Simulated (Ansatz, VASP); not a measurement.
# Si2Bi2Se in VASP and in Ansatz

```
Si Bi Se
1.0
     0.00179    0.01345   -7.00340
     6.07396   -3.67152    0.00574
    -6.07247   -3.66929    0.00867
Si Bi Se
4 4 2
Direct
  0.71735 0.99133 0.30490
  0.71747 0.30501 0.99144
  0.21707 0.00857 0.69476
  0.21694 0.69468 0.00841
  0.82879 0.64686 0.93666
  0.82899 0.93684 0.64698
  0.32979 0.35319 0.06310
  0.32960 0.06298 0.35302
  0.84498 0.29250 0.29272
  0.34421 0.70805 0.70801
```

Change from the starting cell: cell x1, atoms moved at random (sigma 0.1 Å) and cell strained at random (1.5 %), then relaxed without symmetry.

Alike in both runs: functional PBE; k mesh 4 × 4 × 4; occupations gaussian, width 0.2 eV; no spin polarisation.

Ansatz relaxed the structure, and its values are those at the end. VASP's run is a single point on that final structure, the one shown.

|  | VASP | Ansatz |
| --- | --- | --- |
| version | VASP 6.6.1 | Ansatz 0.2.0 |
| potentials or method | VASP PAW PBE potentials, release 64 (Si, Bi_d, Se), cutoff 520 eV | scalar-relativistic, plane waves, PAW |
| valence electrons in the cell | 88 | 108 |

|  | VASP | Ansatz | Ansatz less VASP |
| --- | --- | --- | --- |
| gap on the k mesh at the Fermi level (eV) | 0.20 | 0.20 | +0.001 |
| least direct gap on the mesh (eV) | 0.48 | 0.48 | +0.005 |
| pressure (GPa) | 0.0 | 0.0 | +0.01 |
| rms of the force components (eV/Å) | 0.009 | 0.008 | -0.0016 |

VASP's potentials hold 88 valence electrons a cell and Ansatz's 108, so a difference there can come from the potentials and not from the codes.

Spin-orbit coupling is off throughout.
